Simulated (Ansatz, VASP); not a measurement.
ZrB2: VASP beside Ansatz

```
CELL_PARAMETERS angstrom
3.24950 0.00000 0.00000
-1.62475 2.81415 0.00000
0.00000 0.00000 3.50674
ATOMIC_POSITIONS crystal
Zr 0.00000 0.00000 0.00000
B 0.33333 0.66667 0.50000
B 0.66667 0.33333 0.50000
```

Alike in both runs: task single point; functional PBEsol; k mesh 15 × 15 × 12; occupations gaussian, width 0.15 eV; no spin polarisation.

|  | VASP | Ansatz |
| --- | --- | --- |
| version | VASP 6.6.1 | Ansatz 0.2.0 |
| potentials or method | VASP PAW PBE potentials, release 64 (Zr_sv, B), cutoff 520 eV | scalar-relativistic, plane waves, PAW |
| valence electrons in the cell | 18 | 18 |

```csv
,VASP,Ansatz,Ansatz less VASP
gap on the k mesh at the Fermi level (eV),none,none,-
pressure (GPa),-13.3,-13.6,-0.29
"traceless stress, the component that is largest in VASP (GPa)",6.82,6.83,+0.006
```

VASP's potentials were made for PBE, not for PBEsol. A gap of «none» marks a metal or a gap that the smearing closes.
